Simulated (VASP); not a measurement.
Na: single point with PBEsol

Crystal: Na.

```
CELL_PARAMETERS angstrom
3.76700 0.00000 0.00000
-1.88350 3.26232 0.00000
0.00000 0.00000 6.15400
ATOMIC_POSITIONS crystal
Na 0.36782 0.73564 0.25000
Na 0.66667 0.33333 0.75000
```

This cell differs from its parent crystal: atom 1 (Na) moved by (+0.225, +0.000) A along y and z.

```yaml
Program: VASP 6.6.1
Task: single point
Functional: PBEsol
Potentials_or_basis: VASP PAW PBE potentials, release 64 (Na_pv)
Cutoff: 520 eV
k_mesh: 12 × 12 × 8
Occupations: gaussian, width 0.15 eV
Spin: no spin polarisation
```

```json
{
 "Pressure": "-0.3 GPa",
 "Largest force": "0.033 eV/Å",
 "Band gap on the k mesh": "zero (bands 7 and 8 overlap by 4.27 eV)"
}
```

Forces on the atoms (eV/Å):
```
Na   0.000 -0.033  0.000
Na   0.000  0.033  0.000
```

Stress tensor (GPa, compression positive):
```
-0.44  0.00  0.00
 0.00 -0.14  0.00
 0.00  0.00 -0.35
```

Levels at points of the mesh, in eV from the Fermi level:
```csv
k point,band 5,band 6,band 7,band 8,band 9,band 10
"(0.00, 0.00, 0.00)",-24.79,-24.79,-3.23,0.55,0.96,9.85
"(0.50, 0.00, 0.00)",-24.79,-24.79,0.24,0.38,3.83,3.83
"(0.00, 0.50, 0.00)",-24.80,-24.79,0.27,0.33,3.82,3.83
"(0.00, 0.00, 0.50)",-24.79,-24.79,-2.21,-2.21,5.46,5.46
"(0.50, 0.00, 0.50)",-24.80,-24.80,1.06,1.06,1.52,1.52
"(0.00, 0.50, 0.50)",-24.80,-24.80,1.04,1.04,1.54,1.54
```

It took 4.3 min on 1 thread of Intel Xeon 8259CL, with other jobs on the host, peak memory 0.3 GiB.

Caveat: the cell differs from its parent crystal (atom 1 (Na) moved by (+0.225, +0.000) A along y and z); the PAW data sets were made with another functional, which shifts forces and pressure a little.
